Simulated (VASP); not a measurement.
Wanted: the native input for a VASP 6.6.1 run.

* Task: single point
* Functional: PBEsol
* Potentials or basis: VASP PAW PBE potentials, release 64 (La, H)
* Cutoff: 520 eV
* k mesh: 6 × 6 × 6
* Occupations: fermi-dirac, width 0.02 eV
* Spin: no spin polarisation
* Dipole correction: no
* Further INCAR settings: ALGO = Normal; EDIFF = 1e-06; NBANDS = 15

The structure of LaH3 lies in POSCAR:

```
LaH3
1.0
   -1.9700893349      1.9700893349      2.7870153381
    1.9700893349     -1.9700893349      2.7870153381
    1.9700893349      1.9700893349     -2.7870153381
La H
1 3
Direct
    0.0000000000      0.0000000000      0.0000000000
    0.7500000000      0.2500000000      0.5000000000
    0.2500000000      0.7500000000      0.5000000000
    0.5000000000      0.5000000000      0.0000000000
```

One way to write it, as run:

INCAR

```
SYSTEM = LaH3
PREC = Accurate
ENCUT = 520
EDIFF = 1E-6
ISMEAR = -1
SIGMA = 0.02
LREAL = .FALSE.
LASPH = .TRUE.
NELM = 100
ALGO = Normal
ISIF = 2
LWAVE = .FALSE.
LCHARG = .FALSE.
GGA = PS
NBANDS = 15
```

KPOINTS

```
regular mesh
0
G
  6 6 6
  0 0 0
```

Potentials or basis: VASP PAW PBE potentials, release 64 (La, H).

Run with:

```bash
$ cat potpaw_PBE.64/La/POTCAR potpaw_PBE.64/H/POTCAR > POTCAR
$ mpirun -np 1 vasp_std > vasp.out
```

Results of the run:

```yaml
Pressure: -3.2 GPa
Band_gap_on_the_k_mesh: zero (band 7 reaches 7.90 eV, above the bottom of band 8 at 7.75 eV)
```

Caveat: the k points lie up to 0.38 Å⁻¹ apart; the PAW data sets were made with another functional, which shifts forces and pressure a little; spin-orbit coupling is left out, which moves the levels of the heavy elements.

Run time: 17 s on 1 thread of AMD EPYC 9R45 96-Core Processor (Zen 5), on a shared host, peak memory 0.16 GiB.
